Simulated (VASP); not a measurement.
# Sb (R-3m) in VASP: further runs

The runs below take Sb through single point, with PBE exchange alone, r2SCAN+D3(BJ), PBE.

Program: VASP 6.6.1. These are calculated values, not measurements. Logs are shortened: lines on timing, memory, paths and dates and some standing lists are left out, and cuts for length are marked.

### Step 1. The cell of the first run

It takes space group R-3m (No. 166, trigonal). Conventional cell: a = 4.393 Å, b = 4.393 Å, c = 11.495 Å, α = 90.00°, β = 90.00°, γ = 120.00°. Sb (site symmetry 3m) has 6 Sb at 2.97 to 3.42 Å within 3.9 Å.

### Step 2. Single point, PBE exchange alone

The input, INCAR:

```
SYSTEM = Sb
  PREC = Accurate
  ENCUT = 520
  EDIFF = 1E-6
  ISMEAR = -1
  SIGMA = 0.05
  LREAL = .FALSE.
  LASPH = .TRUE.
  NELM = 80
  ALGO = Normal
  ISIF = 2
  LWAVE = .FALSE.
  LCHARG = .FALSE.
  GGA = PE
  ALDAC = 0.0
  AGGAC = 0.0
  NBANDS = 12
```

The input, KPOINTS:

```
Automatic mesh
0
G
  8 8 8
  0 0 0
```

The input, POSCAR:

```
Sb
1.0
    2.1964499421      1.2681209653      3.8317049867
   -2.1964499421      1.2681209653      3.8317049867
    0.0000000000     -2.5362419306      3.8317049867
Sb
2
Direct
    0.7665100000      0.7665100000      0.7665100000
    0.2334900000      0.2334900000      0.2334900000
```

Potentials or basis: VASP PAW PBE potentials, release 64 (Sb).

Launch:

```console
cat potpaw_PBE.64/Sb/POTCAR > POTCAR
mpirun -np 1 vasp_std > vasp.out
```

OUTCAR:

```text
SYSTEM = Sb
   PREC = Accurate
   ENCUT = 520
   EDIFF = 1E-6
   ISMEAR = -1
   LREAL = .FALSE.
   LASPH = .TRUE.
   NELM = 80
   ISIF = 2
   GGA = PE

 ion  position               nearest neighbor table
   1  0.767  0.767  0.767-   2 2.97   2 2.97   2 2.97   2 3.42   2 3.42   2 3.42
   2  0.233  0.233  0.233-   1 2.97   1 2.97   1 2.97   1 3.42   1 3.42   1 3.42

  LATTYP: Found a trigonal (rhomboedric) cell.
 ALAT       =     4.5950501886
 COS(alpha) =     0.5430253624

  Lattice vectors:

 A1 = (   2.1964499421,   1.2681209653,   3.8317049867)
 A2 = (  -2.1964499421,   1.2681209653,   3.8317049867)
 A3 = (   0.0000000000,  -2.5362419306,   3.8317049867)

Analysis of symmetry for initial positions (statically):
=====================================================================
 Subroutine PRICEL returns:
 Original cell was already a primitive cell.

 Routine SETGRP: Setting up the symmetry group for a
 trigonal (rhombohedral) supercell.

 Subroutine GETGRP returns: Found 12 space group operations
 (whereof 12 operations were pure point group operations)
 out of a pool of 12 trial point group operations.

The static configuration has the point symmetry D_3d.

Analysis of symmetry for dynamics (positions and initial velocities):
=====================================================================
 Subroutine PRICEL returns:
 Original cell was already a primitive cell.

 Routine SETGRP: Setting up the symmetry group for a
 trigonal (rhombohedral) supercell.

 Subroutine GETGRP returns: Found 12 space group operations
 (whereof 12 operations were pure point group operations)
 out of a pool of 12 trial point group operations.

The dynamic configuration has the point symmetry D_3d.

 Subroutine INISYM returns: Found 12 space group operations
 (whereof 12 operations are pure point group operations),
 and found     1 'primitive' translations

----------------------------------------------------------------------------------------

                                     Primitive cell

  volume of cell :      64.0362

  direct lattice vectors                    reciprocal lattice vectors
     2.196449942  1.268120965  3.831704987     0.227640062  0.131428051  0.086993475
    -2.196449942  1.268120965  3.831704987    -0.227640062  0.131428051  0.086993475
     0.000000000 -2.536241931  3.831704987     0.000000000 -0.262856102  0.086993475

  length of vectors
     4.595050189  4.595050189  4.595050189     0.276877581  0.276877581  0.276877581

  position of ions in fractional coordinates (direct lattice)
     0.766510000  0.766510000  0.766510000
     0.233490000  0.233490000  0.233490000

  ion indices of the primitive-cell ions
   primitive index   ion index
                 1           1
                 2           2

----------------------------------------------------------------------------------------

 KPOINTS: Automatic mesh

Automatic generation of k-mesh.
 Grid dimensions read from file:
 generate k-points for:    8    8    8

 Generating k-lattice:

  Cartesian coordinates                     Fractional coordinates (reciprocal lattice)
     0.028455008  0.016428506  0.010874184     0.125000000 -0.000000000 -0.000000000
    -0.028455008  0.016428506  0.010874184    -0.000000000  0.125000000 -0.000000000
     0.000000000 -0.032857013  0.010874184    -0.000000000 -0.000000000  0.125000000

  Length of vectors
     0.034609698  0.034609698  0.034609698

  Shift w.r.t. Gamma in fractional coordinates (k-lattice)
     0.000000000  0.000000000  0.000000000

 Subroutine IBZKPT returns following result:
 ===========================================

 Found     65 irreducible k-points:

 Following reciprocal coordinates:
            Coordinates               Weight
  0.000000  0.000000  0.000000      1.000000
  0.125000  0.000000 -0.000000      6.000000
  0.250000  0.000000 -0.000000      6.000000
  0.375000  0.000000 -0.000000      6.000000
  0.500000  0.000000 -0.000000      3.000000
  0.125000  0.125000 -0.000000      6.000000
[... 16 lines left out ...]
  0.250000  0.125000  0.125000      6.000000
  0.375000  0.125000  0.125000      6.000000
 [... further k-points ...]
   k-points           NKPTS =     65   k-points in BZ     NKDIM =     65   number of bands    NBANDS=     12
   number of dos      NEDOS =    301   number of ions     NIONS =      2
   total plane-waves  NPLWV =  46656
   dimension x,y,z NGX =    36 NGY =   36 NGZ =   36
   dimension x,y,z NGXF=    72 NGYF=   72 NGZF=   72
   ions per type =               2
   NGX,Y,Z   is equivalent  to a cutoff of  13.02, 13.02, 13.02 a.u.
   NGXF,Y,Z  is equivalent  to a cutoff of  26.05, 26.05, 26.05 a.u.
 SYSTEM =  Sb
   PREC   = accura    normal or accurate (medium, high low for compatibility)
   ISTART =      0    job   : 0-new  1-cont  2-samecut
   ICHARG =      2    charge: 1-file 2-atom 10-const
   ISPIN  =      1    spin polarized calculation?
   LNONCOLLINEAR =      F non collinear calculations
   LSORBIT =      F    spin-orbit coupling
   LASPH  =      T    aspherical Exc in radial PAW
   ENCUT  =  520.0 eV  38.22 Ry    6.18 a.u.   8.54  8.54  8.54*2*pi/ulx,y,z
   NELM   =     80;   NELMIN=  2; NELMDL= -5     # of ELM steps
   EDIFF  = 0.1E-05   stopping-criterion for ELM
   LREAL  =      F    real-space projection
   EDIFFG = 0.1E-04   stopping-criterion for IOM
   NSW    =      0    number of steps for IOM
   IBRION =     -1    ionic relax: 0-MD 1-quasi-New 2-CG
   NFREE  =      0    steps in history (QN), initial steepest desc. (CG)
   ISIF   =      2    stress and relaxation
   ISYM   =      2    0-nonsym 1-usesym 2-fastsym
   POTIM  = 0.5000    time-step for ionic-motion
   TEBEG  =    0.0;   TEEND  =   0.0 temperature during run
   PSTRESS=    0.0 pullay stress
   NELECT =      10.0000    total number of electrons
   NUPDOWN=      -1.0000    fix difference up-down
   EMIN   =  10.00;   EMAX   =-10.00  energy-range for DOS
   EFERMI =   0.00;   METHOD = LEGACY
   ISMEAR =    -1;   SIGMA  =   0.05  broadening in eV -4-tet -1-fermi 0-gaus
   EFERMI_NEDOS =   21; number of points for ismear=-14 and -15
   IALGO  =     38    algorithm
   IMIX   =      4    mixing-type and parameters
     AMIX     =   0.40;   BMIX     =  1.00
     AMIX_MAG =   1.60;   BMIX_MAG =  1.00
  volume/ion in A,a.u.               =      32.02       216.07
  Fermi-wavevector in a.u.,A,eV,Ry     =   0.881589  1.665963 10.574448  0.777200
  Thomas-Fermi vector in A             =   2.002106
   LORBIT       =      0    0 simple, 1 ext, 2 COOP (PROOUT), +10 PAW based schemes
   GGA     = PE    functional components
   LHFCALC =     F    Hartree Fock is set to
   AEXX    =    0.0000 exact exchange contribution
   IVDW    =     0    specifies the selected vdW correction
   LEPSILON=     F    determine dielectric tensor
   LRPA    =     F    only Hartree local field effects (RPA)
 non-spin polarized calculation
  energy-cutoff  :      520.00
  volume of cell :       64.04
 maximum number of plane-waves:      1742
 NGX is ok and might be reduce to    36
   NGX = 17   NGY = 17   NGZ = 17

 number of electron      10.0000000 magnetization

 Free energy of the ion-electron system (eV)
  ---------------------------------------------------
  ext. energy  EPLUGINS =         0.00000000
  ---------------------------------------------------
  free energy    TOTEN  =        -5.45525748 eV

  energy without entropy =       -5.45277325  energy(sigma->0) =       -5.45401537

 E-fermi :   8.1380     XC(G=0):  -7.6359

 val. band max:        8.1276312335   @ k =   0.3750   0.1250   0.1250
 cond. band min:       8.2133173560   @ k =   0.3750   0.1250   0.1250
 fundamental gap:      0.0856861225
 Fermi energy:         8.1380072904

 k-point     1 :       0.0000    0.0000    0.0000
  band No.  band energies     occupation
      1      -4.2100      2.00000
      2       2.9014      2.00000
      3       6.1292      2.00000
      4       6.3490      2.00000
      5       6.3490      2.00000
      6      10.1094      0.00000
      7      10.6345      0.00000
      8      10.6345      0.00000
      9      13.3830      0.00000
     10      13.3830      0.00000
     11      13.4963      0.00000
     12      15.0314      0.00000

 k-point     2 :       0.1250    0.0000   -0.0000
  band No.  band energies     occupation
      1      -4.0493      2.00000
      2       2.3109      2.00000
      3       6.1699      2.00000
      4       6.3185      2.00000
      5       6.5552      2.00000
      6       9.9711      0.00000
      7      10.2365      0.00000
      8      10.2715      0.00000
      9      12.9600      0.00000
     10      13.3337      0.00000
     11      13.4924      0.00000
     12      15.9231      0.00000

 k-point     3 :       0.2500    0.0000   -0.0000
  band No.  band energies     occupation
      1      -3.5726      2.00000
      2       1.0448      2.00000
      3       6.1954      2.00000
      4       6.2667      2.00000
      5       6.9690      2.00000
      6       9.3017      0.00000
      7       9.4480      0.00000
      8       9.5144      0.00000
      9      13.2790      0.00000
     10      13.8049      0.00000
     11      14.2747      0.00000
     12      17.7488      0.00000

 k-point     4 :       0.3750    0.0000   -0.0000
  band No.  band energies     occupation
      1      -2.8052      2.00000
      2      -0.3370      2.00000
      3       6.2480      2.00000
      4       6.2851      2.00000
      5       7.3671      2.00000
      6       8.5131      0.00110
      7       8.6828      0.00004
      8       8.8754      0.00000
      9      14.3983      0.00000
     10      15.1873      0.00000
     11      15.6749      0.00000
     12      18.0135      0.00000

 k-point     5 :       0.5000    0.0000   -0.0000
  band No.  band energies     occupation
      1      -2.0349      2.00000
      2      -1.3308      2.00000
      3       6.2517      2.00000
      4       6.3558      2.00000
      5       7.7808      1.99842
      6       7.9243      1.97252
      7       8.3671      0.02025
      8       8.6302      0.00011
      9      15.8217      0.00000
     10      16.2803      0.00000
     11      17.0850      0.00000
     12      17.1974      0.00000
[... 228 lines left out ...]
      1      -2.0758      2.00000
      2       0.0953      2.00000
      3       3.0259      2.00000
      4       4.5978      2.00000
      5       4.6651      2.00000
      6       9.9959      0.00000
      7      12.6300      0.00000
      8      13.3233      0.00000
      9      14.4160      0.00000
     10      16.7431      0.00000
     11      18.2202      0.00000
     12      18.4036      0.00000

 k-point    22 :       0.1250    0.1250    0.1250
  band No.  band energies     occupation
      1      -4.0795      2.00000
      2       2.2708      2.00000
      3       6.3860      2.00000
      4       6.3860      2.00000
      5       6.5430      2.00000
      6       9.9872      0.00000
      7      10.2030      0.00000
      8      10.2030      0.00000
      9      13.2289      0.00000
     10      13.5840      0.00000
     11      13.5840      0.00000
     12      15.7646      0.00000

 k-point    23 :       0.2500    0.1250    0.1250
  band No.  band energies     occupation
      1      -3.8352      2.00000
      2       1.6199      2.00000
      3       5.4925      2.00000
      4       6.6739      2.00000
      5       7.4151      2.00000
      6       9.2019      0.00000
      7       9.2811      0.00000
      8      10.9275      0.00000
      9      13.0918      0.00000
     10      13.5608      0.00000
     11      14.3366      0.00000
     12      15.6267      0.00000

 k-point    24 :       0.3750    0.1250    0.1250
  band No.  band energies     occupation
      1      -3.2842      2.00000
      2       0.5473      2.00000
      3       4.9638      2.00000
      4       6.6229      2.00000
      5       8.1276      1.10339
      6       8.2133      0.36300
      7       8.7585      0.00001
      8      10.9710      0.00000
      9      13.3388      0.00000
     10      14.2404      0.00000
     11      15.4206      0.00000
     12      17.0121      0.00000

 [... further k-points ...]
[... 5 lines left out ...]
  --------------------------------------------------------------------------------------
  -------------------------------------------------------------------------------------
  Total        3.3755708      3.3755708      3.3698107      0.0000000      0.0000000      0.0000000
  in kB       84.4563861     84.4563861     84.3122695      0.0000000      0.0000000      0.0000000
  external PRESSURE =      84.4083472 kB  Pullay stress =       0.0000000 kB

 VOLUME and BASIS-vectors are now :
 -----------------------------------------------------------------------------
  energy-cutoff  :      520.00
  volume of cell :       64.04
      direct lattice vectors                 reciprocal lattice vectors
     2.196449942  1.268120965  3.831704987     0.227640062  0.131428051  0.086993475
    -2.196449942  1.268120965  3.831704987    -0.227640062  0.131428051  0.086993475
     0.000000000 -2.536241931  3.831704987     0.000000000 -0.262856102  0.086993475

 POSITION                                       TOTAL-FORCE (eV/Angst)
 -----------------------------------------------------------------------------------
      0.00000      0.00000      8.81112         0.000000     -0.000000     -0.064378
      0.00000      0.00000      2.68399         0.000000      0.000000      0.064378
 -----------------------------------------------------------------------------------
    total drift:                                0.000000     -0.000000     -0.000000

  FREE ENERGIE OF THE ION-ELECTRON SYSTEM (eV)
  ---------------------------------------------------
  free  energy   TOTEN  =        -5.4552574842 eV

  energy  without entropy=       -5.4527732540  energy(sigma->0) =       -5.45401537
```

Wall time 19 s (1 thread of Intel Xeon 6975P-C (Granite Rapids), shared host); peak memory 0.22 GiB.

Results:

```
Free energy            : -5.4553 eV
Pressure               : 8.4 GPa
Largest force          : 0.064 eV/Å
Band gap on the k mesh : zero (band 5 reaches 8.13 eV, above the bottom of band 6 at 7.92 eV)
```

Forces on the atoms (eV/Å):
```
Sb   0.000  0.000 -0.064
Sb   0.000  0.000  0.064
```

Caveat: spin-orbit coupling is left out, which moves the levels of the heavy elements.

### Step 3. Single point, r2SCAN+D3(BJ)

This run uses another cell than the first one, of 30.57 Å³/atom, 0.955 times its volume.

The input, POSCAR:

```
Sb
1.0
    2.1612749969      1.2478127013      3.7786894264
   -2.1612749969      1.2478127013      3.7786894264
    0.0000000000     -2.4956254025      3.7786894264
Sb
2
Direct
    0.7672029228      0.7672029228      0.7672029228
    0.2327970772      0.2327970772      0.2327970772
```

The input, INCAR.step1:

```
PREC = Accurate ; ENCUT = 520
ISMEAR = -1 ; SIGMA = 0.05
LREAL = F ; LASPH = T
NELM = 100 ; NBANDS = 12
GGA = PE ; ALGO = Normal
EDIFF = 1E-4 ; LWAVE = T
LCHARG = F
```

The input, INCAR.step2:

```
PREC = Accurate ; ENCUT = 520
EDIFF = 1E-6 ; ISMEAR = -1
SIGMA = 0.05 ; LREAL = F
LASPH = T ; NELM = 100
ALGO = Normal ; ISIF = 2
LWAVE = F ; LCHARG = F
METAGGA = R2SCAN ; LMIXTAU = T
IVDW = 12 ; VDW_S6 = 1.0
VDW_S8 = 0.78981345 ; VDW_A1 = 0.49484001
VDW_A2 = 5.73083694 ; NBANDS = 12
ISTART = 1
```

The input, KPOINTS:

```
regular mesh
0
Gamma
  8 8 8
```

Potentials or basis: VASP PAW PBE potentials, release 64 (Sb).

Launch:

```console
cat potpaw_PBE.64/Sb/POTCAR > POTCAR
cp INCAR.step1 INCAR
mpirun -np 1 vasp_std > vasp.out
cp INCAR.step2 INCAR
mpirun -np 1 vasp_std > vasp.out
```

Wall time 81 s (1 thread of Intel Xeon 6975P-C (Granite Rapids), shared host); peak memory 0.23 GiB.

Results (log left out):

- Free energy: -51.8287 eV
- Pressure: 0.1 GPa
- Largest force: 0.059 eV/Å
- Band gap on the k mesh: zero (band 5 reaches 7.25 eV, above the bottom of band 6 at 7.02 eV)
- Dispersion energy per atom: -0.218 eV

Forces in eV/Å, atoms in the order of the input:
```
Sb   0.000  0.000 -0.059
Sb   0.000  0.000  0.059
```

Stress tensor (GPa, compression positive):
```
0.17 0.00 0.00
0.00 0.17 0.00
0.00 0.00 0.07
```

Levels at points of the mesh, in eV from the Fermi level:
| k point | band 2 | band 3 | band 4 | band 5 | band 6 | band 7 | band 8 | band 9 |
| --- | --- | --- | --- | --- | --- | --- | --- | --- |
| (0.00, 0.00, 0.00) | -5.00 | -2.38 | -2.15 | -2.15 | 1.93 | 2.61 | 2.61 | 5.30 |
| (0.50, 0.00, 0.00) | -10.16 | -2.33 | -2.17 | -0.49 | -0.23 | 0.21 | 0.42 | 7.93 |
| (0.50, 0.50, 0.00) | -8.48 | -5.76 | -4.10 | -4.04 | 1.56 | 4.98 | 5.69 | 7.09 |
| (0.50, 0.50, 0.50) | -9.42 | -1.64 | -1.64 | -0.52 | -0.02 | -0.02 | 1.15 | 7.30 |

Caveat: the PAW data sets were made with another functional, which shifts forces and pressure a little; spin-orbit coupling is left out, which moves the levels of the heavy elements; pairwise dispersion overbinds metals, which lowers pressure and volume.

### Step 4. Single point, PBE

This run uses another cell than the first one, of 30.21 Å³/atom, 0.943 times its volume.

The input, INCAR:

```
SYSTEM = Sb
ALGO     = Normal         ! electronic algorithm
EDIFF    = 1E-6           ! SCF threshold, eV
ENCUT    = 520            ! plane-wave cutoff, eV
GGA      = PE             ! functional
ISIF     = 2              ! what is computed and relaxed
ISMEAR   = 0              ! smearing method
LASPH    = .TRUE.         ! aspherical terms in the spheres
LCHARG   = .TRUE.         ! write CHGCAR
LELF     = .TRUE.         ! ELF
LREAL    = .FALSE.        ! projectors in reciprocal space
LVHAR    = .TRUE.       
LWAVE    = .FALSE.        ! write WAVECAR
NBANDS   = 12             ! bands
NELM     = 60             ! most SCF steps
PREC     = Accurate       ! precision mode
SIGMA    = 0.017          ! smearing width, eV
```

The input, KPOINTS:

```
k-points
0
G
  8 8 8
  0 0 0
```

The input, POSCAR:

```
Sb
1.0
    2.1542000000      1.2437279499      3.7580000000
   -2.1542000000      1.2437279499      3.7580000000
    0.0000000000     -2.4874558998      3.7580000000
Sb
2
Direct
    0.7665100000      0.7665100000      0.7665100000
    0.2334900000      0.2334900000      0.2334900000
```

Launch:

```console
cat potpaw_PBE.64/Sb/POTCAR > POTCAR
mpirun -np 1 vasp_std > vasp.out
```

Run time: 18 s. Hardware: 1 thread of Intel Xeon 6975P-C (Granite Rapids), shared host; peak memory 0.21 GiB.

It converged, with:

```yaml
Free_energy: -8.2562 eV
Pressure: 2.8 GPa
Largest_force: 0.185 eV/Å
Band_gap_on_the_k_mesh: zero (band 5 reaches 7.38 eV, above the bottom of band 6 at 7.08 eV)
```

Forces in eV/Å, atoms in the order of the input:
```
Sb   0.000  0.000 -0.185
Sb   0.000  0.000  0.185
```

Stress tensor (GPa, compression positive):
```
3.03 0.00 0.00
0.00 3.03 0.00
0.00 0.00 2.28
```

Levels at points of the mesh, in eV from the Fermi level:
```
           k point  band 3  band 4  band 5  band 6  band 7  band 8
(0.00, 0.00, 0.00)   -2.16   -1.89   -1.89    1.97    2.60    2.60
(0.50, 0.00, 0.00)   -2.04   -1.92   -0.38   -0.30    0.10    0.41
(0.50, 0.50, 0.00)   -5.53   -3.85   -3.76    1.43    4.85    5.43
(0.50, 0.50, 0.50)   -1.41   -1.41   -0.57    0.04    0.04    1.04
```

Caveat: spin-orbit coupling is left out, which moves the levels of the heavy elements.

### Step 5. Summary

| level | cell | smearing | gap on the mesh (eV) | pressure (GPa) | largest force (eV/Å) |
| --- | --- | --- | --- | --- | --- |
| PBE exchange alone | a = 4.595 Å, angles 57.1°, 2 atoms | fermi-dirac 0.05 eV | none | 8.4 | 0.06 |
| r2SCAN+D3(BJ) | a = 4.528 Å, angles 57.0°, 2 atoms | fermi-dirac 0.05 eV | none | 0.1 | 0.06 |
| PBE | a = 4.507 Å, angles 57.1°, 2 atoms | gaussian 0.017 eV | none | 2.8 | 0.18 |

Alike in all rows: task single point; potentials or basis VASP PAW PBE potentials, release 64 (Sb); no spin polarisation; k mesh 8 × 8 × 8; cutoff (eV) 520.

Caveats: spin-orbit coupling is left out, which moves the levels of the heavy elements; the PAW data sets were made with another functional, which shifts forces and pressure a little (some runs); pairwise dispersion overbinds metals, which lowers pressure and volume (some runs).

Absolute energies hang on the potentials; compare differences alone.
